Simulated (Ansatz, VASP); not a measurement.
GaAs in VASP and in Ansatz

```
Ga As
1.0
     0.00000    2.92466    2.92466
     2.92466    0.00000    2.92466
     2.92466    2.92466    0.00000
Ga As
1 1
Direct
  0.00000 0.00000 0.00000
  0.25000 0.25000 0.25000
```

Alike in both runs: task single point; functional r2SCAN; k mesh 8 × 8 × 8; occupations gaussian, width 0.02 eV; no spin polarisation.

|  | VASP | Ansatz |
| --- | --- | --- |
| version | VASP 6.6.1 | Ansatz 0.2.0 |
| potentials or method | VASP PAW PBE potentials, release 64 (Ga_d, As), cutoff 520 eV | scalar-relativistic, plane waves, PAW |
| valence electrons in the cell | 18 | 28 |

Ansatz gave:

```
gap on the k mesh at the Fermi level (eV) : 0.22
least direct gap on the mesh (eV)         : 0.22
pressure (GPa)                            : -5.5
```

Question: Estimate VASP's values.

Answer: gap on the k mesh at the Fermi level (eV): 0.20; least direct gap on the mesh (eV): 0.20; pressure (GPa): -5.5.

VASP's potentials were made for PBE, not for r2SCAN. VASP's potentials hold 18 valence electrons a cell and Ansatz's 28, so a difference there can come from the potentials and not from the codes.
